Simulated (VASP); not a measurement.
Set up this calculation in VASP 6.6.1, as the native input.

| Property | Result |
| --- | --- |
| Task | single point |
| Functional | LDA |
| Potentials or basis | VASP PAW LDA potentials, release 64 (Te, Pd) |
| Cutoff | 520 eV |
| k mesh | 7 × 7 × 7 |
| Occupations | methfessel-paxton, width 0.1 eV |
| Spin | no spin polarisation |
| Dipole correction | no |
| Further INCAR settings | ALGO = Normal; EDIFF = 1e-06; NBANDS = 26 |

The structure of TePd3 lies in POSCAR:

```
TePd3
1.0
   -2.2517559760      2.2517559760      3.2009925479
    2.2517559760     -2.2517559760      3.2009925479
    2.2517559760      2.2517559760     -3.2009925479
Te Pd
1 3
Direct
    0.0000000000      0.0000000000      0.0000000000
    0.7500000000      0.2500000000      0.5000000000
    0.2500000000      0.7500000000      0.5000000000
    0.5000000000      0.5000000000      0.0000000000
```

One way to write it, as run:

INCAR

```
SYSTEM = TePd3
  PREC = Accurate
  ENCUT = 520
  EDIFF = 1E-6
  ISMEAR = 1
  SIGMA = 0.1
  LREAL = .False.
  LASPH = .True.
  NELM = 80
  ALGO = Normal
  ISIF = 2
  LWAVE = .False.
  LCHARG = .False.
  GGA = CA
  NBANDS = 26
```

KPOINTS

```
Automatic mesh
0
Gamma
  7 7 7
  0 0 0
```

Potentials or basis: VASP PAW LDA potentials, release 64 (Te, Pd).

Launch:

```console
$ cat potpaw_LDA.64/Te/POTCAR potpaw_LDA.64/Pd/POTCAR > POTCAR
$ mpirun -np 1 vasp_std > vasp.out
```

It gave:

```yaml
Pressure: -3.1 GPa
Band_gap_on_the_k_mesh: zero (bands 18 and 19 overlap by 2.24 eV)
```

Caveat: the cell stands under tension; spin-orbit coupling is left out, which moves the levels of the heavy elements.

Wall time 70 s on 1 thread of Intel Xeon 8259CL, on a shared host, peak memory 0.21 GiB.
